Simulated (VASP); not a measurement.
A run of VASP 6.6.1 is set up as follows.

File INCAR:

```
SYSTEM = HfC
ALGO     = Normal         ! electronic algorithm
EDIFF    = 1E-6           ! SCF threshold, eV
ENCUT    = 520            ! plane-wave cutoff, eV
GGA      = PE             ! functional
ISIF     = 2              ! what is computed and relaxed
ISMEAR   = 0              ! smearing method
LASPH    = .TRUE.         ! aspherical terms in the spheres
LCHARG   = .FALSE.        ! write CHGCAR
LREAL    = .FALSE.        ! projectors in reciprocal space
LWAVE    = .FALSE.        ! write WAVECAR
NBANDS   = 14             ! bands
NELM     = 100            ! most SCF steps
PREC     = Accurate       ! precision mode
SIGMA    = 0.15           ! smearing width, eV
```

KPOINTS

```
k-points
0
G
  18 18 18
  0 0 0
```

Contents of POSCAR:

```
HfC
1.0
    0.0000000000      2.3250000000      2.2901250000
    2.3250000000      0.0000000000      2.2901250000
    2.3250000000      2.3250000000      0.0000000000
Hf C
1 1
Direct
    0.5000000000      0.5000000000      0.5000000000
    0.0000000000      0.0000000000      0.0000000000
```

Potentials or basis: VASP PAW PBE potentials, release 64 (Hf_pv, C).

Run with:

```sh
$ cat potpaw_PBE.64/Hf_pv/POTCAR potpaw_PBE.64/C/POTCAR > POTCAR
$ mpirun -np 1 vasp_std > vasp.out
```

Problem. Estimate the pressure.

Solution. 3.4 GPa.

Problem. What does it give for the band gap on the k mesh?

Solution. Zero (bands 7 and 8 overlap by 1.58 eV).

Stress tensor (GPa, compression positive):
```
1.14 0.00 0.00
0.00 1.14 0.00
0.00 0.00 7.81
```

Caveat: the cell differs from its parent crystal (strain +0.000 along x and y, -0.015 along z); the cell stands under pressure; spin-orbit coupling is left out, which moves the levels of the heavy elements.
